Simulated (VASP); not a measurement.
# Cd (P6_3/mmc) in VASP: a series of runs

Cd is run at these levels: PBE; tasks: electric field gradients, single point.

Everything below comes from runs of VASP 6.6.1. Logs are shortened: lines on timing, memory, paths and dates and some standing lists are left out, and cuts for length are marked.

## 1. The cell of the first run

It takes space group P6_3/mmc (No. 194, hexagonal). Conventional cell: a = 3.037 Å, b = 3.037 Å, c = 5.728 Å, α = 90.00°, β = 90.00°, γ = 120.00°. Within 4.0 Å of Cd (site symmetry -6m2) lie 12 Cd at 3.04 to 3.36 Å.

## 2. Electric field gradients, PBE (22.88 Å³/atom)

INCAR reads:

```
SYSTEM = Cd
PREC = Accurate
ENCUT = 400
EDIFF = 1E-8
ISMEAR = -1
SIGMA = 0.05
LREAL = .FALSE.
LASPH = .TRUE.
NELM = 120
ALGO = Normal
ISIF = 2
LWAVE = .FALSE.
LCHARG = .FALSE.
GGA = PE
LEFG = .TRUE.
NBANDS = 19
GGA_COMPAT = .FALSE.
```

KPOINTS reads:

```
Automatic mesh
0
G
  16 16 7
  0 0 0
```

POSCAR reads:

```
Cd
1.0
    3.0372966056      0.0000000000      0.0000000000
   -1.5186483028      2.6303760192      0.0000000000
    0.0000000000      0.0000000000      5.7278279719
Cd
2
Direct
    0.3333333333      0.6666666667      0.2500000000
    0.6666666667      0.3333333333      0.7500000000
```

Potentials or basis: VASP PAW PBE potentials, release 64 (Cd).

Started as:

```
$ cat potpaw_PBE.64/Cd/POTCAR > POTCAR
$ mpirun -np 1 vasp_std > vasp.out
```

OUTCAR:

```text
SYSTEM = Cd
   PREC = Accurate
   ENCUT = 400
   EDIFF = 1E-8
   ISMEAR = -1
   LREAL = .FALSE.
   LASPH = .TRUE.
   NELM = 120
   ISIF = 2
   GGA = PE

 ion  position               nearest neighbor table
   1  0.333  0.667  0.250-   2 3.36   2 3.36   2 3.36   2 3.36   2 3.36   2 3.36
   2  0.667  0.333  0.750-   1 3.36   1 3.36   1 3.36   1 3.36   1 3.36   1 3.36

  LATTYP: Found a hexagonal cell.
 ALAT       =     3.0372966056
 C/A-ratio  =     1.8858309595

  Lattice vectors:

 A1 = (   3.0372966056,   0.0000000000,   0.0000000000)
 A2 = (  -1.5186483028,   2.6303760192,   0.0000000000)
 A3 = (   0.0000000000,   0.0000000000,   5.7278279719)

Analysis of symmetry for initial positions (statically):
=====================================================================
 Subroutine PRICEL returns:
 Original cell was already a primitive cell.

 Routine SETGRP: Setting up the symmetry group for a
 hexagonal supercell.

 Subroutine GETGRP returns: Found 24 space group operations
 (whereof 12 operations were pure point group operations)
 out of a pool of 24 trial point group operations.

The static configuration has the point symmetry D_3d.
 The point group associated with its full space group is D_6h.

Analysis of symmetry for dynamics (positions and initial velocities):
=====================================================================
 Subroutine PRICEL returns:
 Original cell was already a primitive cell.

 Routine SETGRP: Setting up the symmetry group for a
 hexagonal supercell.

 Subroutine GETGRP returns: Found 24 space group operations
 (whereof 12 operations were pure point group operations)
 out of a pool of 24 trial point group operations.

The dynamic configuration has the point symmetry D_3d.
 The point group associated with its full space group is D_6h.

 Subroutine INISYM returns: Found 24 space group operations
 (whereof 12 operations are pure point group operations),
 and found     1 'primitive' translations

----------------------------------------------------------------------------------------

                                     Primitive cell
[... 123 lines left out ...]
  energy-cutoff  :      400.00
  volume of cell :       45.76
 maximum number of plane-waves:       855
 NGX is ok and might be reduce to    20
   NGX =  9   NGY =  9   NGZ = 19

 number of electron      23.9999982 magnetization

 Free energy of the ion-electron system (eV)
  ---------------------------------------------------
  ext. energy  EPLUGINS =         0.00000000
  ---------------------------------------------------
  free energy    TOTEN  =        -1.49445079 eV

  energy without entropy =       -1.48891691  energy(sigma->0) =       -1.49168385

 E-fermi :   2.5886     XC(G=0): -10.7279

 val. band max:        2.5446601884   @ k =   0.3750   0.2500   0.4286
 cond. band min:       2.5895248679   @ k =   0.3125   0.3125   0.4286
 fundamental gap:      0.0448646795
 Fermi energy:         2.5885688630

 k-point     1 :       0.0000    0.0000    0.0000
  band No.  band energies     occupation
      1      -7.0830      2.00000
      2      -6.8549      2.00000
      3      -6.5459      2.00000
      4      -6.5459      2.00000
      5      -6.5018      2.00000
      6      -6.5018      2.00000
[... 505 lines left out ...]
      6      -6.2712      2.00000
[... 11 lines left out ...]
     18      11.5598      0.00000
     19      12.7244      0.00000

 [... further k-points ...]

------------------------ aborting loop because EDIFF is reached ----------------------------------------

  FORCE on cell =-STRESS in cart. coord.  units (eV):
  Direction    XX          YY          ZZ          XY          YZ          ZX
  --------------------------------------------------------------------------------------
  -------------------------------------------------------------------------------------
  Total       -0.2019380     -0.2019380     -0.2720218     -0.0000000      0.0000000      0.0000000
  in kB       -7.0702311     -7.0702311     -9.5239968     -0.0000000      0.0000000      0.0000000
  external PRESSURE =      -7.8881530 kB  Pullay stress =       0.0000000 kB

 VOLUME and BASIS-vectors are now :
 -----------------------------------------------------------------------------
  energy-cutoff  :      400.00
  volume of cell :       45.76
      direct lattice vectors                 reciprocal lattice vectors
     3.037296606  0.000000000  0.000000000     0.329240153  0.190086891  0.000000000
    -1.518648303  2.630376019  0.000000000     0.000000000  0.380173782  0.000000000
     0.000000000  0.000000000  5.727827972     0.000000000  0.000000000  0.174586249

 POSITION                                       TOTAL-FORCE (eV/Angst)
 -----------------------------------------------------------------------------------
     -0.00000      1.75358      1.43196        -0.000000     -0.000000      0.000000
      1.51865      0.87679      4.29587         0.000000      0.000000      0.000000
 -----------------------------------------------------------------------------------
    total drift:                               -0.000000      0.000000      0.000000

  FREE ENERGIE OF THE ION-ELECTRON SYSTEM (eV)
  ---------------------------------------------------
  free  energy   TOTEN  =        -1.4944507936 eV

  energy  without entropy=       -1.4889169120  energy(sigma->0) =       -1.49168385

 Electric field gradients (V/A^2)
---------------------------------------------------------------------
 ion       V_xx      V_yy      V_zz      V_xy      V_xz      V_yz
---------------------------------------------------------------------
   1     -35.855   -35.850    71.705     0.004     0.000    -0.000
   2     -35.855   -35.850    71.705     0.004    -0.000     0.000
---------------------------------------------------------------------

 Electric field gradients after diagonalization (V/A^2)
 (convention: |V_zz| > |V_xx| > |V_yy|)
----------------------------------------------------------------------
 ion       V_xx      V_yy      V_zz     asymmetry (V_yy - V_xx)/ V_zz
----------------------------------------------------------------------
   1     -35.857   -35.848    71.705       0.000
   2     -35.857   -35.848    71.705       0.000
----------------------------------------------------------------------

           NMR quadrupolar parameters

 Cq : quadrupolar parameter    Cq=e*Q*V_zz/h
 eta: asymmetry parameters     (V_yy - V_xx)/ V_zz
 Q  : nuclear electric quadrupole moment in mb (millibarn)
----------------------------------------------------------------------
 ion       Cq(MHz)       eta       Q (mb)
----------------------------------------------------------------------
   1       0.173       0.000       1.000
   2       0.173       0.000       1.000
----------------------------------------------------------------------
```

OSZICAR:

```text
N       E                     dE             d eps       ncg     rms          rms(c)
DAV:   1     0.149138489734E+03    0.14914E+03   -0.11330E+04  4600   0.103E+03
DAV:   2     0.189938685438E+01   -0.14724E+03   -0.14273E+03  4794   0.302E+02
DAV:   3    -0.157713109390E+01   -0.34765E+01   -0.34710E+01  5209   0.528E+01
DAV:   4    -0.158247111984E+01   -0.53400E-02   -0.53398E-02  4974   0.194E+00
DAV:   5    -0.158248877196E+01   -0.17652E-04   -0.17652E-04  5039   0.109E-01    0.393E+00
DAV:   6    -0.149748821344E+01    0.85001E-01   -0.21741E-01  4994   0.540E+00    0.323E+00
DAV:   7    -0.149385187616E+01    0.36363E-02   -0.23415E-02  5094   0.138E+00    0.159E+00
DAV:   8    -0.149435957226E+01   -0.50770E-03   -0.32215E-03  4903   0.678E-01    0.866E-02
DAV:   9    -0.149441480807E+01   -0.55236E-04   -0.25800E-05  5256   0.498E-02    0.318E-02
DAV:  10    -0.149445047766E+01   -0.35670E-04   -0.33962E-05  4887   0.566E-02    0.269E-03
DAV:  11    -0.149445084843E+01   -0.37077E-06   -0.27039E-08  4359   0.142E-03    0.147E-03
DAV:  12    -0.149445074758E+01    0.10085E-06   -0.19492E-08  4063   0.967E-04    0.113E-04
DAV:  13    -0.149445077844E+01   -0.30865E-07   -0.35833E-10  2676   0.211E-04    0.533E-05
DAV:  14    -0.149445079492E+01   -0.16482E-07   -0.56370E-11  2577   0.588E-05    0.379E-05
DAV:  15    -0.149445079356E+01    0.13611E-08   -0.28923E-12  2466   0.162E-05
   1 F= -.14944508E+01 E0= -.14916839E+01  d E =-.553388E-02
```

It took 90 s on 1 thread of Intel Xeon 8259CL, shared host; peak memory 0.18 GiB.

Results:

| Item | Value |
| --- | --- |
| Free energy | -1.4945 eV |
| Pressure | -0.8 GPa |
| Band gap on the k mesh | zero (bands 12 and 13 overlap by 3.67 eV) |
| Largest electric field gradient by atom | Cd +71.7 V/Å² |

Levels at points of the mesh, in eV from the Fermi level:
| k point | band 9 | band 10 | band 11 | band 12 | band 13 | band 14 | band 15 | band 16 |
| --- | --- | --- | --- | --- | --- | --- | --- | --- |
| (0.00, 0.00, 0.00) | -8.49 | -8.45 | -8.45 | -3.08 | -2.80 | 10.20 | 14.19 | 14.23 |
| (0.50, 0.00, 0.00) | -8.22 | -8.19 | -2.20 | -1.85 | 1.86 | 2.85 | 2.97 | 5.08 |

Electric field gradients, principal values (V/Å²):
```tsv
atom	least	middle	greatest (by size)
1 Cd	-35.848	-35.857	71.705
2 Cd	-35.848	-35.857	71.705
```

Caveat: without QUAD_EFG the Cq values of the log hold for a quadrupole moment of 1 mb, not for the nuclei.

## 3. Electric field gradients, PBE (22.88 Å³/atom)

INCAR reads:

```
PREC = Accurate
ENCUT = 400
EDIFF = 1E-8
ISMEAR = -1
SIGMA = 0.05
LREAL = F
LASPH = T
NELM = 120
ALGO = Normal
ISIF = 2
LWAVE = F
LCHARG = F
GGA = PE
LEFG = T
NBANDS = 19
GGA_COMPAT = F
```

KPOINTS reads:

```
Automatic mesh
0
Gamma
  16 16 7
```

POSCAR is that of step 2.

Potentials or basis: VASP PAW PBE potentials, release 64 (Cd).

Started as:

```
$ cat potpaw_PBE.64/Cd/POTCAR > POTCAR
$ mpirun -np 1 vasp_std > vasp.out
```

OUTCAR:

```text
PREC = Accurate
   ENCUT = 400
   EDIFF = 1E-8
   ISMEAR = -1
   LREAL = F
   LASPH = T
   NELM = 120
   ISIF = 2
   GGA = PE

 ion  position               nearest neighbor table
   1  0.333  0.667  0.250-   2 3.36   2 3.36   2 3.36   2 3.36   2 3.36   2 3.36
   2  0.667  0.333  0.750-   1 3.36   1 3.36   1 3.36   1 3.36   1 3.36   1 3.36

  LATTYP: Found a hexagonal cell.
 ALAT       =     3.0372966056
 C/A-ratio  =     1.8858309595

  Lattice vectors:

[... 742 lines left out ...]

  FREE ENERGIE OF THE ION-ELECTRON SYSTEM (eV)
  ---------------------------------------------------
  free  energy   TOTEN  =        -1.4944507936 eV

  energy  without entropy=       -1.4889169120  energy(sigma->0) =       -1.49168385

 Electric field gradients (V/A^2)
---------------------------------------------------------------------
 ion       V_xx      V_yy      V_zz      V_xy      V_xz      V_yz
---------------------------------------------------------------------
   1     -35.855   -35.850    71.705     0.004     0.000    -0.000
   2     -35.855   -35.850    71.705     0.004    -0.000     0.000
---------------------------------------------------------------------

 Electric field gradients after diagonalization (V/A^2)
 (convention: |V_zz| > |V_xx| > |V_yy|)
----------------------------------------------------------------------
 ion       V_xx      V_yy      V_zz     asymmetry (V_yy - V_xx)/ V_zz
----------------------------------------------------------------------
   1     -35.857   -35.848    71.705       0.000
   2     -35.857   -35.848    71.705       0.000
----------------------------------------------------------------------

           NMR quadrupolar parameters

 Cq : quadrupolar parameter    Cq=e*Q*V_zz/h
 eta: asymmetry parameters     (V_yy - V_xx)/ V_zz
 Q  : nuclear electric quadrupole moment in mb (millibarn)
----------------------------------------------------------------------
 ion       Cq(MHz)       eta       Q (mb)
----------------------------------------------------------------------
   1       0.173       0.000       1.000
   2       0.173       0.000       1.000
----------------------------------------------------------------------
```

OSZICAR:

```text
N       E                     dE             d eps       ncg     rms          rms(c)
DAV:   1     0.149138489734E+03    0.14914E+03   -0.11330E+04  4600   0.103E+03
DAV:   2     0.189938685438E+01   -0.14724E+03   -0.14273E+03  4794   0.302E+02
DAV:   3    -0.157713109390E+01   -0.34765E+01   -0.34710E+01  5209   0.528E+01
DAV:   4    -0.158247111984E+01   -0.53400E-02   -0.53398E-02  4974   0.194E+00
DAV:   5    -0.158248877196E+01   -0.17652E-04   -0.17652E-04  5039   0.109E-01    0.393E+00
DAV:   6    -0.149748821344E+01    0.85001E-01   -0.21741E-01  4994   0.540E+00    0.323E+00
DAV:   7    -0.149385187616E+01    0.36363E-02   -0.23415E-02  5094   0.138E+00    0.159E+00
DAV:   8    -0.149435957226E+01   -0.50770E-03   -0.32215E-03  4903   0.678E-01    0.866E-02
DAV:   9    -0.149441480807E+01   -0.55236E-04   -0.25800E-05  5256   0.498E-02    0.318E-02
DAV:  10    -0.149445047766E+01   -0.35670E-04   -0.33962E-05  4887   0.566E-02    0.269E-03
DAV:  11    -0.149445084843E+01   -0.37077E-06   -0.27039E-08  4359   0.142E-03    0.147E-03
DAV:  12    -0.149445074758E+01    0.10085E-06   -0.19492E-08  4063   0.967E-04    0.113E-04
DAV:  13    -0.149445077844E+01   -0.30865E-07   -0.35833E-10  2676   0.211E-04    0.533E-05
DAV:  14    -0.149445079492E+01   -0.16482E-07   -0.56370E-11  2577   0.588E-05    0.379E-05
DAV:  15    -0.149445079356E+01    0.13611E-08   -0.28923E-12  2466   0.162E-05
   1 F= -.14944508E+01 E0= -.14916839E+01  d E =-.553388E-02
```

Run time: 87 s. Hardware: 1 thread of Intel Xeon 8259CL, shared host; peak memory 0.18 GiB.

Results:

```
Free energy                             : -1.4945 eV
Pressure                                : -0.8 GPa
Band gap on the k mesh                  : zero (bands 12 and 13 overlap by 3.67 eV)
Largest electric field gradient by atom : Cd +71.7 V/Å²
```

Electric field gradients, principal values (V/Å²):
```csv
atom,least,middle,greatest (by size)
1 Cd,-35.848,-35.857,71.705
2 Cd,-35.848,-35.857,71.705
```

Caveat: without QUAD_EFG the Cq values of the log hold for a quadrupole moment of 1 mb, not for the nuclei.

## 4. Single point, PBE

This run uses another cell than the first one, of 21.59 Å³/atom.

POSCAR reads:

```
Cd
1.0
    2.9788725081      0.0000000000      0.0000000000
   -1.4894362540      2.5797792666      0.0000000000
    0.0000000000      0.0000000000      5.6176500000
Cd
2
Direct
    0.3333333333      0.6666666667      0.2500000000
    0.6666666667      0.3333333333      0.7500000000
```

INCAR.step1 reads:

```
PREC     = Accurate       # precision mode
ENCUT    = 400            # plane-wave cutoff, eV
EDIFF    = 1E-6           # SCF threshold, eV
ISMEAR   = -1             # smearing method
SIGMA    = 0.05           # smearing width, eV
LREAL    = F              # projectors in reciprocal space
LASPH    = T              # aspherical terms in the spheres
NELM     = 120            # most SCF steps
ALGO     = Normal         # electronic algorithm
ISIF     = 2              # what is computed and relaxed
LWAVE    = F              # write WAVECAR
LCHARG   = T              # write CHGCAR
GGA      = PE             # functional
NBANDS   = 19             # bands
GGA_COMPAT= F            
NEDOS    = 2001           # points of the DOS
LORBIT   = 11             # projections on sites
```

KPOINTS.step1 reads:

```
Automatic mesh
0
Gamma
  16 16 7
```

INCAR.step2 reads:

```
PREC     = Accurate       # precision mode
ENCUT    = 400            # plane-wave cutoff, eV
EDIFF    = 1E-6           # SCF threshold, eV
ISMEAR   = -5             # smearing method
SIGMA    = 0.05           # smearing width, eV
LREAL    = F              # projectors in reciprocal space
LASPH    = T              # aspherical terms in the spheres
NELM     = 120            # most SCF steps
ALGO     = Normal         # electronic algorithm
ISIF     = 2              # what is computed and relaxed
LWAVE    = F              # write WAVECAR
LCHARG   = F              # write CHGCAR
GGA      = PE             # functional
LORBIT   = 11             # projections on sites
NEDOS    = 2001           # points of the DOS
ICHARG   = 11             # starting density
GGA_COMPAT= F
```

KPOINTS.step2 reads:

```
Automatic mesh
0
Gamma
  24 24 11
```

Started as:

```
$ cat potpaw_PBE.64/Cd/POTCAR > POTCAR
$ cp INCAR.step1 INCAR
$ cp KPOINTS.step1 KPOINTS
$ mpirun -np 1 vasp_std > vasp.out
$ cp INCAR.step2 INCAR
$ cp KPOINTS.step2 KPOINTS
$ mpirun -np 1 vasp_std > vasp.out
```

Wall time 2.6 min (1 thread of Intel Xeon 8259CL, shared host); peak memory 0.26 GiB.

It converged, with:

```
Valence electrons inside the program's atomic spheres : Cd 10.32
```

Levels at points of the mesh, in eV from the Fermi level:
```
           k point  band 8  band 9  band 10  band 11  band 12  band 13  band 14  band 15  band 16
(0.00, 0.00, 0.00)   -8.76   -8.76    -8.51    -8.51    -3.06    -3.05    10.55    14.44    14.87
(0.50, 0.00, 0.00)   -8.54   -8.24    -8.22    -2.36    -1.86     1.97     3.02     3.17     5.23
```

Caveat: tetrahedron occupations give inexact forces and stress in metals.
